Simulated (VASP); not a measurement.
# Cl (P6/mmm) in VASP: notebook

Runs on Cl. Level: PBE. Tasks: single point, relaxation of cell and atoms.

Program: VASP 6.6.1. These are calculated values, not measurements. Logs are shortened: lines on timing, memory, paths and dates and some standing lists are left out, and cuts for length are marked.

**1. The cell of the first run**

Symmetry: P6/mmm, No. 191, hexagonal system. The conventional cell has a = 4.350 Å, b = 4.350 Å, c = 2.247 Å, α = 90.00°, β = 90.00°, γ = 120.00°. Cl (site symmetry 6/mmm) has 2 Cl at 2.25 Å within 3.0 Å.

**2. Single point, PBE**

INCAR

```
PREC = Accurate ; ENCUT = 520
EDIFF = 1E-6 ; ISMEAR = 0
SIGMA = 0.1 ; LREAL = False
LASPH = True ; NELM = 60
ALGO = Normal ; ISIF = 2
LWAVE = False ; LCHARG = False
GGA = PE ; NBANDS = 10
```

KPOINTS

```
Automatic mesh
0
Gamma
  6 6 6
```

POSCAR

```
Cl
1.0
    4.3495012314      0.0000000000      0.0000000000
   -2.1747506157      3.7667785602      0.0000000000
    0.0000000000      0.0000000000      2.2467140966
Cl
1
Direct
    0.0000000000      0.0000000000      0.0000000000
```

Potentials or basis: VASP PAW PBE potentials, release 64 (Cl).

The run is started by

```console
$ cat potpaw_PBE.64/Cl/POTCAR > POTCAR
$ mpirun -np 1 vasp_std > vasp.out
```

OUTCAR:

```text
PREC = Accurate
   ENCUT = 520
   EDIFF = 1E-6
   ISMEAR = 0
   LREAL = False
   LASPH = True
   NELM = 60
   ISIF = 2
   GGA = PE

 ion  position               nearest neighbor table
   1  0.000  0.000  0.000-

  LATTYP: Found a hexagonal cell.
 ALAT       =     4.3495012314
 C/A-ratio  =     0.5165452260

  Lattice vectors:

 A1 = (   4.3495012314,   0.0000000000,   0.0000000000)
 A2 = (  -2.1747506157,   3.7667785602,   0.0000000000)
 A3 = (   0.0000000000,   0.0000000000,   2.2467140966)

Analysis of symmetry for initial positions (statically):
=====================================================================
 Subroutine PRICEL returns:
 Original cell was already a primitive cell.

 Routine SETGRP: Setting up the symmetry group for a
 hexagonal supercell.

 Subroutine GETGRP returns: Found 24 space group operations
 (whereof 24 operations were pure point group operations)
 out of a pool of 24 trial point group operations.

The static configuration has the point symmetry D_6h.

Analysis of symmetry for dynamics (positions and initial velocities):
=====================================================================
 Subroutine PRICEL returns:
 Original cell was already a primitive cell.

 Routine SETGRP: Setting up the symmetry group for a
 hexagonal supercell.

 Subroutine GETGRP returns: Found 24 space group operations
 (whereof 24 operations were pure point group operations)
 out of a pool of 24 trial point group operations.

The dynamic configuration has the point symmetry D_6h.

 Subroutine INISYM returns: Found 24 space group operations
 (whereof 24 operations are pure point group operations),
 and found     1 'primitive' translations

----------------------------------------------------------------------------------------

                                     Primitive cell

  volume of cell :      36.8093

  direct lattice vectors                    reciprocal lattice vectors
     4.349501231  0.000000000  0.000000000     0.229911419  0.132739420  0.000000000
    -2.174750616  3.766778560  0.000000000     0.000000000  0.265478839  0.000000000
     0.000000000  0.000000000  2.246714097     0.000000000  0.000000000  0.445094461

  length of vectors
     4.349501231  4.349501231  2.246714097     0.265478839  0.265478839  0.445094461

  position of ions in fractional coordinates (direct lattice)
     0.000000000  0.000000000  0.000000000

  ion indices of the primitive-cell ions
   primitive index   ion index
                 1           1

----------------------------------------------------------------------------------------

 KPOINTS: Automatic mesh

Automatic generation of k-mesh.
 Grid dimensions read from file:
 generate k-points for:    6    6    6

 Generating k-lattice:

  Cartesian coordinates                     Fractional coordinates (reciprocal lattice)
     0.038318570  0.022123237  0.000000000     0.166666667  0.000000000  0.000000000
     0.000000000  0.044246473  0.000000000     0.000000000  0.166666667  0.000000000
     0.000000000  0.000000000  0.074182410     0.000000000  0.000000000  0.166666667

  Length of vectors
     0.044246473  0.044246473  0.074182410

  Shift w.r.t. Gamma in fractional coordinates (k-lattice)
     0.000000000  0.000000000  0.000000000

 Subroutine IBZKPT returns following result:
 ===========================================

 Found     28 irreducible k-points:

 Following reciprocal coordinates:
            Coordinates               Weight
  0.000000  0.000000  0.000000      1.000000
  0.166667  0.000000  0.000000      6.000000
  0.333333  0.000000  0.000000      6.000000
  0.500000  0.000000  0.000000      3.000000
  0.166667  0.166667  0.000000      6.000000
  0.333333  0.166667  0.000000     12.000000
[... 16 lines left out ...]
  0.166667  0.000000  0.500000      6.000000
  0.333333  0.000000  0.500000      6.000000
 [... further k-points ...]
   k-points           NKPTS =     28   k-points in BZ     NKDIM =     28   number of bands    NBANDS=     10
   number of dos      NEDOS =    301   number of ions     NIONS =      1
   total plane-waves  NPLWV =  18432
   dimension x,y,z NGX =    32 NGY =   32 NGZ =   18
   dimension x,y,z NGXF=    64 NGYF=   64 NGZF=   36
   ions per type =               1
   NGX,Y,Z   is equivalent  to a cutoff of  12.23, 12.23, 13.32 a.u.
   NGXF,Y,Z  is equivalent  to a cutoff of  24.46, 24.46, 26.64 a.u.
 SYSTEM =  unknown system
   PREC   = accura    normal or accurate (medium, high low for compatibility)
   ISTART =      0    job   : 0-new  1-cont  2-samecut
   ICHARG =      2    charge: 1-file 2-atom 10-const
   ISPIN  =      1    spin polarized calculation?
   LNONCOLLINEAR =      F non collinear calculations
   LSORBIT =      F    spin-orbit coupling
   LASPH  =      T    aspherical Exc in radial PAW
   ENCUT  =  520.0 eV  38.22 Ry    6.18 a.u.   8.09  8.09  4.18*2*pi/ulx,y,z
   NELM   =     60;   NELMIN=  2; NELMDL= -5     # of ELM steps
   EDIFF  = 0.1E-05   stopping-criterion for ELM
   LREAL  =      F    real-space projection
   EDIFFG = 0.1E-04   stopping-criterion for IOM
   NSW    =      0    number of steps for IOM
   IBRION =     -1    ionic relax: 0-MD 1-quasi-New 2-CG
   NFREE  =      0    steps in history (QN), initial steepest desc. (CG)
   ISIF   =      2    stress and relaxation
   ISYM   =      2    0-nonsym 1-usesym 2-fastsym
   POTIM  = 0.5000    time-step for ionic-motion
   TEBEG  =    0.0;   TEEND  =   0.0 temperature during run
   PSTRESS=    0.0 pullay stress
   NELECT =       7.0000    total number of electrons
   NUPDOWN=      -1.0000    fix difference up-down
   EMIN   =  10.00;   EMAX   =-10.00  energy-range for DOS
   EFERMI =   0.00;   METHOD = LEGACY
   ISMEAR =     0;   SIGMA  =   0.10  broadening in eV -4-tet -1-fermi 0-gaus
   EFERMI_NEDOS =   21; number of points for ismear=-14 and -15
   IALGO  =     38    algorithm
   IMIX   =      4    mixing-type and parameters
     AMIX     =   0.40;   BMIX     =  1.00
     AMIX_MAG =   1.60;   BMIX_MAG =  1.00
  volume/ion in A,a.u.               =      36.81       248.40
  Fermi-wavevector in a.u.,A,eV,Ry     =   0.941431  1.779046 12.058733  0.886292
  Thomas-Fermi vector in A             =   2.068941
   LORBIT       =      0    0 simple, 1 ext, 2 COOP (PROOUT), +10 PAW based schemes
   GGA     = PE    functional components
   LHFCALC =     F    Hartree Fock is set to
   AEXX    =    0.0000 exact exchange contribution
   IVDW    =     0    specifies the selected vdW correction
   LEPSILON=     F    determine dielectric tensor
   LRPA    =     F    only Hartree local field effects (RPA)
 non-spin polarized calculation
 Gauss-broadening in eV      SIGMA  =   0.10
  energy-cutoff  :      520.00
  volume of cell :       36.81
 maximum number of plane-waves:      1006
   NGX = 17   NGY = 17   NGZ =  9

 number of electron       7.0000000 magnetization

 Free energy of the ion-electron system (eV)
  ---------------------------------------------------
  ext. energy  EPLUGINS =         0.00000000
  ---------------------------------------------------
  free energy    TOTEN  =        -1.64796980 eV

  energy without entropy =       -1.64796980  energy(sigma->0) =       -1.64796980

 E-fermi :  -1.3866     XC(G=0):  -6.6017

 val. band max:       -1.8315186422   @ k =   0.0000   0.0000   0.5000
 cond. band min:      -0.7345417291   @ k =   0.0000   0.0000   0.1667
 fundamental gap:      1.0969769131
 Fermi energy:        -1.3866015922

 k-point     1 :       0.0000    0.0000    0.0000
  band No.  band energies     occupation
      1     -18.3932      2.00000
      2      -4.8618      2.00000
      3      -4.8618      2.00000
      4       3.1419      0.00000
      5       3.3903      0.00000
      6       8.2543      0.00000
      7       8.2543      0.00000
      8      11.9983      0.00000
      9      12.6955      0.00000
     10      19.1853      0.00000

 k-point     2 :       0.1667    0.0000    0.0000
  band No.  band energies     occupation
      1     -18.3809      2.00000
      2      -5.0331      2.00000
      3      -4.8970      2.00000
      4       3.1445      0.00000
      5       3.9357      0.00000
      6       7.5700      0.00000
      7       8.7232      0.00000
      8      12.5530      0.00000
      9      13.4562      0.00000
     10      17.1266      0.00000

 k-point     3 :       0.3333    0.0000    0.0000
  band No.  band energies     occupation
      1     -18.3560      2.00000
      2      -5.3441      2.00000
      3      -4.9656      2.00000
      4       3.1496      0.00000
      5       5.0352      0.00000
      6       7.0772      0.00000
      7      10.0472      0.00000
      8      11.7296      0.00000
      9      14.7723      0.00000
     10      15.0400      0.00000

 k-point     4 :       0.5000    0.0000    0.0000
  band No.  band energies     occupation
      1     -18.3434      2.00000
      2      -5.4870      2.00000
      3      -4.9991      2.00000
      4       3.1521      0.00000
      5       5.3626      0.00000
      6       7.6353      0.00000
      7      10.5684      0.00000
      8      11.5300      0.00000
      9      13.0358      0.00000
     10      14.1994      0.00000
[... 222 lines left out ...]
 k-point    22 :       0.0000    0.0000    0.5000
  band No.  band energies     occupation
      1     -13.8960      2.00000
      2      -9.2110      2.00000
      3      -1.8315      2.00000
      4      -1.8315      2.00000
      5       8.3365      0.00000
      6       8.3365      0.00000
      7      10.4920      0.00000
      8      10.8659      0.00000
      9      13.6132      0.00000
     10      13.6132      0.00000

 k-point    23 :       0.1667    0.0000    0.5000
  band No.  band energies     occupation
      1     -13.8860      2.00000
      2      -9.2003      2.00000
      3      -1.9173      2.00000
      4      -1.8509      2.00000
      5       7.7125      0.00000
      6       8.2422      0.00000
      7      10.9438      0.00000
      8      11.8570      0.00000
      9      13.2298      0.00000
     10      13.9951      0.00000

 k-point    24 :       0.3333    0.0000    0.5000
  band No.  band energies     occupation
      1     -13.8657      2.00000
      2      -9.1789      2.00000
      3      -2.0824      2.00000
      4      -1.8890      2.00000
      5       6.9605      0.00000
      6       8.0665      0.00000
      7      11.7060      0.00000
      8      13.1885      0.00000
      9      13.2193      0.00000
     10      15.0017      0.00000

 [... further k-points ...]

------------------------ aborting loop because EDIFF is reached ----------------------------------------

  FORCE on cell =-STRESS in cart. coord.  units (eV):
  Direction    XX          YY          ZZ          XY          YZ          ZX
  --------------------------------------------------------------------------------------
  -------------------------------------------------------------------------------------
  Total        0.0062739      0.0062739     -0.0802689      0.0000000      0.0000000      0.0000000
  in kB        0.2730793      0.2730793     -3.4938189      0.0000000      0.0000000      0.0000000
  external PRESSURE =      -0.9825535 kB  Pullay stress =       0.0000000 kB

 VOLUME and BASIS-vectors are now :
 -----------------------------------------------------------------------------
  energy-cutoff  :      520.00
  volume of cell :       36.81
      direct lattice vectors                 reciprocal lattice vectors
     4.349501231  0.000000000  0.000000000     0.229911419  0.132739420  0.000000000
    -2.174750616  3.766778560  0.000000000     0.000000000  0.265478839  0.000000000
     0.000000000  0.000000000  2.246714097     0.000000000  0.000000000  0.445094461

 POSITION                                       TOTAL-FORCE (eV/Angst)
 -----------------------------------------------------------------------------------
      0.00000      0.00000      0.00000         0.000000      0.000000      0.000000
 -----------------------------------------------------------------------------------
    total drift:                                0.000000     -0.000000      0.000000

  FREE ENERGIE OF THE ION-ELECTRON SYSTEM (eV)
  ---------------------------------------------------
  free  energy   TOTEN  =        -1.6479698039 eV

  energy  without entropy=       -1.6479698039  energy(sigma->0) =       -1.64796980
```

It took 2.8 s on 1 thread of Intel Xeon 6975P-C (Granite Rapids), shared host; peak memory 0.14 GiB.

Results:

```yaml
Free_energy: -1.6480 eV
Pressure: -0.1 GPa
Band_gap_on_the_k_mesh: zero (an odd number of electrons rules out a gap without spin polarisation)
```

Levels at points of the mesh, in eV from the Fermi level:
```
           k point  band 1  band 2  band 3  band 4  band 5  band 6
(0.00, 0.00, 0.00)  -17.01   -3.48   -3.48    4.53    4.78    9.64
(0.50, 0.00, 0.00)  -16.96   -4.10   -3.61    4.54    6.75    9.02
(0.00, 0.00, 0.50)  -12.51   -7.82   -0.44   -0.44    9.72    9.72
(0.50, 0.00, 0.50)  -12.47   -7.78   -0.78   -0.52    8.07    9.37
```

Caveat: the k points lie up to 0.47 Å⁻¹ apart, too coarse for converged energies and pressures of a metal; an odd number of electrons without spin polarisation forces a metal; a magnetic or distorted state may lie lower.

(Part 1 of 2 ends here.)
